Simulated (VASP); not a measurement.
# Pb: single point with LDA

Pb:

```
Pb
1.0
     3.48000    0.00000    0.00000
    -1.74000    3.01377    0.00000
     0.00000    0.00000    5.59000
Pb
2
Direct
  0.66667 0.33333 0.75000
  0.33333 0.66667 0.25000
```

* Program: VASP 6.6.1
* Task: single point
* Functional: LDA
* Potentials or basis: VASP PAW LDA potentials, release 64 (Pb_d)
* Cutoff: 520 eV
* k mesh: 9 × 9 × 5
* Occupations: fermi-dirac, width 0.05 eV
* Spin: no spin polarisation

```
Pressure               : -0.5 GPa
Band gap on the k mesh : zero (band 14 reaches 13.06 eV, above the bottom of band 15 at 5.36 eV)
```

Stress tensor (GPa, compression positive):
```
-1.75  0.00  0.00
 0.00 -1.75  0.00
 0.00  0.00  1.94
```

Levels at points of the mesh, in eV from the Fermi level:
```
           k point  band 11  band 12  band 13  band 14  band 15  band 16  band 17  band 18
(0.00, 0.00, 0.00)   -11.96    -8.00    -4.27     5.55     5.55     7.45     7.45     8.12
```

Wall time 30 s on 1 thread of Intel(R) Xeon(R) Platinum 8259CL CPU @ 2.50GHz (Skylake/Cascade Lake) (shared host), peak memory 0.17 GiB.

Caveat: spin-orbit coupling is left out, which moves the levels of the heavy elements.
